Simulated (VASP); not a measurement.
Write the native input for VASP 6.6.1 that does the following.

| Item | Value |
| --- | --- |
| Task | single point |
| Functional | PBE |
| Potentials or basis | VASP PAW PBE potentials, release 64 (Pt) |
| Cutoff | 520 eV |
| k mesh | 48 × 48 × 48 |
| Occupations | fermi-dirac, width 0.0612256 eV |
| Spin | no spin polarisation |
| Dipole correction | no |
| Further INCAR settings | ALGO = Normal; EDIFF = 1e-07; NBANDS = 11 |

The structure of Pt lies in POSCAR:

```
Pt
1.0
   -1.5609888537      1.5609888537      1.5609888537
    1.5609888537     -1.5609888537      1.5609888537
    1.5609888537      1.5609888537     -1.5609888537
Pt
1
Direct
    0.0000000000      0.0000000000      0.0000000000
```

This isn't the form of Pt at room conditions, which is fcc.

These files were run (other wordings do the same):

INCAR

```
SYSTEM = Pt
PREC = Accurate ; ENCUT = 520
EDIFF = 1E-7 ; ISMEAR = -1
SIGMA = 0.06122561905347299 ; LREAL = .FALSE.
LASPH = .TRUE. ; NELM = 80
ALGO = Normal ; ISIF = 2
LWAVE = .FALSE. ; LCHARG = .FALSE.
GGA = PE ; NBANDS = 11
```

KPOINTS

```
Automatic mesh
0
G
  48 48 48
  0 0 0
```

Potentials or basis: VASP PAW PBE potentials, release 64 (Pt).

Command:

```bash
$ cat potpaw_PBE.64/Pt/POTCAR > POTCAR
$ mpirun -np 1 vasp_std > vasp.out
```

It gave:

The pressure is 10.1 GPa and the band gap on the k mesh is zero (bands 5 and 6 overlap by 2.34 eV).

Caveat: the cell stands under pressure; spin-orbit coupling is left out, which moves the levels of the heavy elements.

Run time: 3.1 min on 1 thread of Oxide Virtual Turin-like Processor (shared host), peak memory 0.5 GiB.
